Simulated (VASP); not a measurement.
Here is a VASP 6.6.1 calculation.

Contents of POSCAR:

```
NiSb
1.0
    3.9296697660      0.0000000000      0.0000000000
   -1.9648348830      3.4031938458      0.0000000000
    0.0000000000      0.0000000000      5.1161871700
Ni Sb
2 2
Direct
    0.0000000000      0.0000000000      0.0000000000
    0.0000000000      0.0000000000      0.5000000000
    0.3333333333      0.6666666667      0.2500000000
    0.6666666667      0.3333333333      0.7500000000
```

The input INCAR.step1:

```
PREC = Accurate
ENCUT = 520
ISMEAR = -1
SIGMA = 0.08
LREAL = F
LASPH = T
NELM = 100
NBANDS = 23
GGA = PE
ALGO = Normal
EDIFF = 1E-4
LWAVE = T
LCHARG = F
```

INCAR.step2

```
PREC = Accurate
ENCUT = 520
EDIFF = 1E-8
ISMEAR = -1
SIGMA = 0.08
LREAL = F
LASPH = T
NELM = 100
ALGO = Normal
ISIF = 2
LWAVE = F
LCHARG = F
METAGGA = R2SCAN
LMIXTAU = T
LEFG = T
NBANDS = 23
ISTART = 1
```

The input KPOINTS:

```
regular mesh
0
Gamma
  10 10 7
```

Potentials or basis: VASP PAW PBE potentials, release 64 (Ni, Sb).

The run is started by

```sh
$ cat potpaw_PBE.64/Ni/POTCAR potpaw_PBE.64/Sb/POTCAR > POTCAR
$ cp INCAR.step1 INCAR
$ mpirun -np 1 vasp_std > vasp.out
$ cp INCAR.step2 INCAR
$ mpirun -np 1 vasp_std > vasp.out
```

(1) Predict the pressure.

(2) What does it give for the band gap on the k mesh?

Answers

(1) 0.3 GPa.

(2) zero (bands 15 and 16 overlap by 3.11 eV).

Caveat: without QUAD_EFG the Cq values of the log hold for a quadrupole moment of 1 mb, not for the nuclei; the PAW data sets were made with another functional, which shifts forces and pressure a little; spin-orbit coupling is left out, which moves the levels of the heavy elements.
